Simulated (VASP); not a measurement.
Sc: single point with PBEsol

Sc:

```
CELL_PARAMETERS angstrom
1.81510 1.81510 1.81510
-1.81510 1.81510 1.81510
-1.81510 -1.81510 1.81510
ATOMIC_POSITIONS crystal
Sc 0.00000 0.00000 0.00000
```

```yaml
Program: VASP 6.6.1
Task: single point
Functional: PBEsol
Potentials_or_basis: VASP PAW PBE potentials, release 64 (Sc_sv)
Cutoff: 520 eV
k_mesh: 9 × 9 × 9
Occupations: gaussian, width 0.05 eV
Spin: no spin polarisation
```

* Pressure: 0.0 GPa

Levels at points of the mesh, in eV from the Fermi level:
| k point | band 3 | band 4 | band 5 | band 6 | band 7 | band 8 |
| --- | --- | --- | --- | --- | --- | --- |
| (0.00, 0.00, 0.00) | -27.78 | -27.78 | -5.29 | 1.48 | 1.48 | 1.48 |

It took 8 s on 1 thread of AMD EPYC 7R13 Processor (Zen 3), with other jobs on the host, peak memory 0.11 GiB.

Caveat: the PAW data sets were made with another functional, which shifts forces and pressure a little.
